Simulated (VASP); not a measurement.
# SnO (C2) in VASP: notebook

SnO is run at these levels: PBE+D3(BJ); tasks: single point.

All numbers are computed with VASP 6.6.1; they aren't measurements. Logs are shortened: lines on timing, memory, paths and dates and some standing lists are left out, and cuts for length are marked.

## (1) The cell of the first run

Symmetry: C2, No. 5, monoclinic system. The conventional cell has a = 5.426 Å, b = 5.426 Å, c = 4.762 Å, α = 90.00°, β = 90.00°, γ = 90.00°. Within 2.8 Å of Sn (site symmetry 1) lie 4 O at 2.11 to 2.38 Å. O (site symmetry 2) has 4 Sn at 2.11 to 2.38 Å and 3 O at 2.49 to 2.72 Å within 2.8 Å. Within 3.0 Å of O (site symmetry 2) lie 4 Sn at 2.24 Å and 4 O at 2.49 to 2.94 Å.

## (2) Single point, PBE+D3(BJ) (atom 3 (O) moved -0.225 Å towards its neighbour atom 4 (O) at 2.713 Å)

The input, INCAR:

```
PREC = Accurate
ENCUT = 520
EDIFF = 1E-7
ISMEAR = 0
SIGMA = 0.15
LREAL = False
LASPH = True
NELM = 100
ALGO = Normal
ISIF = 2
LWAVE = False
LCHARG = False
GGA = PE
IVDW = 12
NBANDS = 28
```

The input, KPOINTS:

```
regular mesh
0
Gamma
  12 12 10
```

The input, POSCAR:

```
SnO
1.0
    3.8370962941      0.0000000000      0.0000000000
    0.0000000000      3.8370962941      0.0000000000
    0.0000000000      0.0000000000      4.7621297486
Sn O
2 2
Direct
    0.0000000000      0.5000000000      0.2432421493
    0.5000000000      0.0000000000      0.7567578507
    0.0414633915      0.0414633915      0.0000000000
    0.5000000000      0.5000000000      0.0000000000
```

Potentials or basis: VASP PAW PBE potentials, release 64 (Sn_d, O).

On the command line:

```bash
$ cat potpaw_PBE.64/Sn_d/POTCAR potpaw_PBE.64/O/POTCAR > POTCAR
$ mpirun -np 1 vasp_std > vasp.out
```

OUTCAR:

```text
PREC = Accurate
   ENCUT = 520
   EDIFF = 1E-7
   ISMEAR = 0
   LREAL = False
   LASPH = True
   NELM = 100
   ISIF = 2
   GGA = PE
   IVDW = 12
 IVDW          = 12

 ion  position               nearest neighbor table
   1  0.000  0.500  0.243-   3 2.11   4 2.24   4 2.24   3 2.38   2 3.57   2 3.57   2 3.57   2 3.57
                             2 3.65   2 3.65   2 3.65   2 3.65
   2  0.500  0.000  0.757-   3 2.11   4 2.24   4 2.24   3 2.38   1 3.57   1 3.57   1 3.57   1 3.57
                             1 3.65   1 3.65   1 3.65   1 3.65
   3  0.041  0.041  0.000-   1 2.11   2 2.11   1 2.38   2 2.38
   4  0.500  0.500  0.000-   1 2.24   2 2.24   2 2.24   1 2.24

  LATTYP: Found a simple tetragonal cell.
 ALAT       =     3.8370962941
 C/A-ratio  =     1.2410764244

  Lattice vectors:

 A1 = (   3.8370962941,   0.0000000000,   0.0000000000)
 A2 = (   0.0000000000,   3.8370962941,   0.0000000000)
 A3 = (   0.0000000000,   0.0000000000,   4.7621297486)

Analysis of symmetry for initial positions (statically):
=====================================================================
 Subroutine PRICEL returns:
 Original cell was already a primitive cell.

 Routine SETGRP: Setting up the symmetry group for a
 simple tetragonal supercell.

 Subroutine GETGRP returns: Found  2 space group operations
 (whereof  2 operations were pure point group operations)
 out of a pool of 16 trial point group operations.

The static configuration has the point symmetry C_2 .

Analysis of symmetry for dynamics (positions and initial velocities):
=====================================================================
 Subroutine PRICEL returns:
 Original cell was already a primitive cell.

 Routine SETGRP: Setting up the symmetry group for a
 simple tetragonal supercell.

 Subroutine GETGRP returns: Found  2 space group operations
 (whereof  2 operations were pure point group operations)
 out of a pool of 16 trial point group operations.

The dynamic configuration has the point symmetry C_2 .

 Subroutine INISYM returns: Found  2 space group operations
 (whereof  2 operations are pure point group operations),
 and found     1 'primitive' translations

----------------------------------------------------------------------------------------

                                     Primitive cell

  volume of cell :      70.1143

  direct lattice vectors                    reciprocal lattice vectors
     3.837096294  0.000000000  0.000000000     0.260613736  0.000000000  0.000000000
     0.000000000  3.837096294  0.000000000     0.000000000  0.260613736  0.000000000
     0.000000000  0.000000000  4.762129749     0.000000000  0.000000000  0.209990079

  length of vectors
     3.837096294  3.837096294  4.762129749     0.260613736  0.260613736  0.209990079

  position of ions in fractional coordinates (direct lattice)
     0.000000000  0.500000000  0.243242149
     0.500000000  0.000000000  0.756757851
     0.041463392  0.041463392  0.000000000
     0.500000000  0.500000000  0.000000000

  ion indices of the primitive-cell ions
   primitive index   ion index
                 1           1
                 2           2
                 3           3
                 4           4

----------------------------------------------------------------------------------------

 KPOINTS: regular mesh

Automatic generation of k-mesh.
 Grid dimensions read from file:
 generate k-points for:   12   12   10

 Generating k-lattice:

  Cartesian coordinates                     Fractional coordinates (reciprocal lattice)
     0.021717811  0.000000000  0.000000000     0.083333333  0.000000000  0.000000000
     0.000000000  0.021717811  0.000000000     0.000000000  0.083333333  0.000000000
     0.000000000  0.000000000  0.020999008     0.000000000  0.000000000  0.100000000

  Length of vectors
     0.021717811  0.021717811  0.020999008

  Shift w.r.t. Gamma in fractional coordinates (k-lattice)
     0.000000000  0.000000000  0.000000000

 Subroutine IBZKPT returns following result:
 ===========================================

 Found    398 irreducible k-points:

 Following reciprocal coordinates:
            Coordinates               Weight
  0.000000  0.000000  0.000000      1.000000
  0.083333  0.000000  0.000000      4.000000
  0.166667  0.000000  0.000000      4.000000
  0.250000  0.000000  0.000000      4.000000
  0.333333  0.000000  0.000000      4.000000
  0.416667  0.000000  0.000000      4.000000
[... 16 lines left out ...]
  0.333333  0.166667  0.000000      4.000000
 -0.166667  0.333333  0.000000      4.000000
 [... further k-points ...]
   k-points           NKPTS =    398   k-points in BZ     NKDIM =    398   number of bands    NBANDS=     28
   number of dos      NEDOS =    301   number of ions     NIONS =      4
   total plane-waves  NPLWV =  32400
   dimension x,y,z NGX =    30 NGY =   30 NGZ =   36
   dimension x,y,z NGXF=    60 NGYF=   60 NGZF=   72
   ions per type =               2   2
   NGX,Y,Z   is equivalent  to a cutoff of  13.00, 13.00, 12.57 a.u.
   NGXF,Y,Z  is equivalent  to a cutoff of  26.00, 26.00, 25.14 a.u.
 SYSTEM =  unknown system
   PREC   = accura    normal or accurate (medium, high low for compatibility)
   ISTART =      0    job   : 0-new  1-cont  2-samecut
   ICHARG =      2    charge: 1-file 2-atom 10-const
   ISPIN  =      1    spin polarized calculation?
   LNONCOLLINEAR =      F non collinear calculations
   LSORBIT =      F    spin-orbit coupling
   LASPH  =      T    aspherical Exc in radial PAW
   ENCUT  =  520.0 eV  38.22 Ry    6.18 a.u.   7.13  7.13  8.85*2*pi/ulx,y,z
   NELM   =    100;   NELMIN=  2; NELMDL= -5     # of ELM steps
   EDIFF  = 0.1E-06   stopping-criterion for ELM
   LREAL  =      F    real-space projection
   EDIFFG = 0.1E-05   stopping-criterion for IOM
   NSW    =      0    number of steps for IOM
   IBRION =     -1    ionic relax: 0-MD 1-quasi-New 2-CG
   NFREE  =      0    steps in history (QN), initial steepest desc. (CG)
   ISIF   =      2    stress and relaxation
   ISYM   =      2    0-nonsym 1-usesym 2-fastsym
   POTIM  = 0.5000    time-step for ionic-motion
   TEBEG  =    0.0;   TEEND  =   0.0 temperature during run
   PSTRESS=    0.0 pullay stress
   NELECT =      40.0000    total number of electrons
   NUPDOWN=      -1.0000    fix difference up-down
   EMIN   =  10.00;   EMAX   =-10.00  energy-range for DOS
   EFERMI =   0.00;   METHOD = LEGACY
   ISMEAR =     0;   SIGMA  =   0.15  broadening in eV -4-tet -1-fermi 0-gaus
   EFERMI_NEDOS =   21; number of points for ismear=-14 and -15
   IALGO  =     38    algorithm
   IMIX   =      4    mixing-type and parameters
     AMIX     =   0.40;   BMIX     =  1.00
     AMIX_MAG =   1.60;   BMIX_MAG =  1.00
  volume/ion in A,a.u.               =      17.53       118.29
  Fermi-wavevector in a.u.,A,eV,Ry     =   1.357769  2.565812 25.082847  1.843537
  Thomas-Fermi vector in A             =   2.484659
   LORBIT       =      0    0 simple, 1 ext, 2 COOP (PROOUT), +10 PAW based schemes
   GGA     = PE    functional components
   LHFCALC =     F    Hartree Fock is set to
   AEXX    =    0.0000 exact exchange contribution
   IVDW    =    12    specifies the selected vdW correction
   LEPSILON=     F    determine dielectric tensor
   LRPA    =     F    only Hartree local field effects (RPA)
 non-spin polarized calculation
 Gauss-broadening in eV      SIGMA  =   0.15
  energy-cutoff  :      520.00
  volume of cell :       70.11
 maximum number of plane-waves:      1912
 NGX is ok and might be reduce to    30
   NGX = 15   NGY = 15   NGZ = 17

 number of electron      40.0000006 magnetization

 Free energy of the ion-electron system (eV)
  ---------------------------------------------------
  ext. energy  EPLUGINS =         0.00000000
  ---------------------------------------------------
  free energy    TOTEN  =       -22.48891051 eV

  energy without entropy =      -22.48772779  energy(sigma->0) =      -22.48831915

 E-fermi :   7.1888     XC(G=0): -10.2694

 val. band max:        7.1395214091   @ k =   0.5000   0.5000   0.0000
 cond. band min:       7.2286572754   @ k =   0.5000   0.5000   0.1000
 fundamental gap:      0.0891358663
 Fermi energy:         7.1888105730

 k-point     1 :       0.0000    0.0000    0.0000
  band No.  band energies     occupation
      1     -14.8607      2.00000
      2     -14.5056      2.00000
      3     -14.4604      2.00000
      4     -14.4392      2.00000
      5     -14.4208      2.00000
      6     -14.3992      2.00000
[... 20 lines left out ...]
     27      14.0140      0.00000
     28      14.1727      0.00000

 k-point     2 :       0.0833    0.0000    0.0000
  band No.  band energies     occupation
      1     -14.8573      2.00000
      2     -14.5090      2.00000
      3     -14.4587      2.00000
      4     -14.4380      2.00000
      5     -14.4229      2.00000
      6     -14.3982      2.00000
[... 20 lines left out ...]
     27      14.0559      0.00000
     28      14.7453      0.00000

 k-point     3 :       0.1667    0.0000    0.0000
  band No.  band energies     occupation
      1     -14.8478      2.00000
      2     -14.5263      2.00000
      3     -14.4538      2.00000
      4     -14.4389      2.00000
      5     -14.4248      2.00000
      6     -14.3971      2.00000
[... 20 lines left out ...]
     27      14.1353      0.00000
     28      15.9744      0.00000

 k-point     4 :       0.2500    0.0000    0.0000
  band No.  band energies     occupation
      1     -14.8329      2.00000
      2     -14.5688      2.00000
      3     -14.4467      2.00000
      4     -14.4411      2.00000
      5     -14.4209      2.00000
      6     -14.3989      2.00000
[... 578 lines left out ...]
     27      15.5753      0.00000
     28      15.8830      0.00000

 k-point    23 :       0.3333    0.1667    0.0000
  band No.  band energies     occupation
      1     -14.8251      2.00000
      2     -14.6505      2.00000
      3     -14.4462      2.00000
      4     -14.4230      2.00000
      5     -14.4123      2.00000
      6     -14.4005      2.00000
[... 20 lines left out ...]
     27      15.2529      0.00000
     28      15.6881      0.00000

 k-point    24 :      -0.1667    0.3333    0.0000
  band No.  band energies     occupation
      1     -14.8091      2.00000
      2     -14.6650      2.00000
      3     -14.4474      2.00000
      4     -14.4275      2.00000
      5     -14.4158      2.00000
      6     -14.4044      2.00000
[... 20 lines left out ...]
     27      15.3626      0.00000
     28      15.6294      0.00000

 [... further k-points ...]

------------------------ aborting loop because EDIFF is reached ----------------------------------------

 Edisp (eV)   -0.93879

 E8    (eV) :    -0.4074

  FORCE on cell =-STRESS in cart. coord.  units (eV):
  Direction    XX          YY          ZZ          XY          YZ          ZX
  --------------------------------------------------------------------------------------
  -------------------------------------------------------------------------------------
  Total       0.88259     0.88259     0.48855     0.31948     0.62598    -0.62598
  in kB      20.16798    20.16798    11.16389     7.30037    14.30433   -14.30422
  external pressure =       17.17 kB  Pullay stress =        0.00 kB

 VOLUME and BASIS-vectors are now :
 -----------------------------------------------------------------------------
  energy-cutoff  :      520.00
  volume of cell :       70.11
      direct lattice vectors                 reciprocal lattice vectors
     3.837096294  0.000000000  0.000000000     0.260613736  0.000000000  0.000000000
     0.000000000  3.837096294  0.000000000     0.000000000  0.260613736  0.000000000
     0.000000000  0.000000000  4.762129749     0.000000000  0.000000000  0.209990079

 POSITION                                       TOTAL-FORCE (eV/Angst)
 -----------------------------------------------------------------------------------
      0.00000      1.91855      1.15835         0.107819      0.466393      0.240633
      1.91855      0.00000      3.60378         0.466393      0.107819     -0.240633
      0.15910      0.15910      0.00000        -1.298909     -1.298909      0.000000
      1.91855      1.91855      0.00000         0.724697      0.724697      0.000000
 -----------------------------------------------------------------------------------
    total drift:                               -0.000037     -0.000036      0.000000

  FREE ENERGIE OF THE ION-ELECTRON SYSTEM (eV)
  ---------------------------------------------------
  free  energy   TOTEN  =       -23.4276968754 eV

  energy  without entropy=      -23.4265141585  energy(sigma->0) =      -23.42710552
```

Wall time 6 min (1 thread of Intel Xeon 6975P-C (Granite Rapids), shared host); peak memory 0.67 GiB.

Results:

```yaml
Free_energy: -23.4277 eV
Pressure: 1.7 GPa
Largest_force: 1.837 eV/Å
Band_gap_on_the_k_mesh: zero (bands 20 and 21 overlap by 0.02 eV)
Dispersion_energy_per_atom: -0.235 eV
```

Forces on the atoms (eV/Å):
```
Sn   0.108  0.466  0.241
Sn   0.466  0.108 -0.241
O   -1.299 -1.299  0.000
O    0.725  0.725  0.000
```

Stress tensor (GPa, compression positive):
```
 2.02  0.73 -1.43
 0.73  2.02  1.43
-1.43  1.43  1.12
```

Levels at points of the mesh, in eV from the Fermi level:
| k point | band 18 | band 19 | band 20 | band 21 | band 22 | band 23 |
| --- | --- | --- | --- | --- | --- | --- |
| (0.00, 0.00, 0.00) | -3.17 | -3.00 | -0.10 | 1.93 | 4.11 | 4.49 |
| (0.50, 0.00, 0.00) | -4.40 | -2.83 | -2.67 | 2.75 | 3.52 | 5.38 |
| (0.50, 0.50, 0.00) | -2.43 | -2.02 | -1.96 | -0.12 | -0.05 | 4.33 |
| (0.00, 0.00, 0.50) | -3.13 | -2.99 | -2.20 | 1.67 | 2.68 | 2.95 |
| (0.50, 0.00, 0.50) | -4.37 | -1.91 | -1.64 | 2.48 | 2.61 | 4.97 |
| (0.50, 0.50, 0.50) | -2.83 | -2.51 | -2.41 | 2.18 | 2.26 | 3.77 |

Caveat: the cell differs from its parent crystal (atom 3 (O) moved -0.225 Å towards its neighbour atom 4 (O) at 2.713 Å); semilocal functionals underestimate gaps, so a narrow gap can read as zero; spin-orbit coupling is left out, which moves the levels of the heavy elements; forces of over 1 eV/Å act on the atoms, so gaps and moduli don't describe the material at rest.

(Continued in part 2 of 2.)
